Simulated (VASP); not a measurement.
Wanted: the native input for a VASP 6.6.1 run.

```
Task                   : single point
Functional             : PBE
Potentials or basis    : VASP PAW PBE potentials, release 64 (Sr_sv, O)
Cutoff                 : 600 eV
k mesh                 : 4 × 4 × 4
Occupations            : gaussian, width 0.01 eV
Spin                   : no spin polarisation
Dipole correction      : no
Further INCAR settings : ALGO = Normal; EDIFF = 1e-06; NBANDS = 15
```

The structure of SrO lies in POSCAR:

```
SrO
1.0
    0.0000000000      2.4908593317      2.4908593317
    2.4908593317      0.0000000000      2.4908593317
    2.4908593317      2.4908593317      0.0000000000
Sr O
1 1
Direct
    0.5000000000      0.5000000000      0.5000000000
    0.0000000000      0.0000000000      0.0000000000
```

This cell differs from its parent crystal: volume changed by -10%.

One way to write it, as run:

INCAR

```
  ALGO = Normal
  EDIFF = 1E-6
  ENCUT = 600
  GGA = PE
  GGA_COMPAT = False
  ISIF = 2
  ISMEAR = 0
  LASPH = True
  LCHARG = False
  LREAL = False
  LWAVE = False
  NBANDS = 15
  NELM = 120
  PREC = Accurate
  SIGMA = 0.01
```

KPOINTS

```
k-points
0
Gamma
  4 4 4
```

Potentials or basis: VASP PAW PBE potentials, release 64 (Sr_sv, O).

Run with:

```bash
$ cat potpaw_PBE.64/Sr_sv/POTCAR potpaw_PBE.64/O/POTCAR > POTCAR
$ mpirun -np 1 vasp_std > vasp.out
```

It gave:

The pressure is 15.0 GPa. The band gap on the k mesh is 3.18 eV, indirect (least direct gap 3.19 eV).

Caveat: the k points lie up to 0.55 Å⁻¹ apart.

Wall time 16 s on 1 thread of AMD EPYC 7R13, with other jobs on the host, peak memory 0.13 GiB.
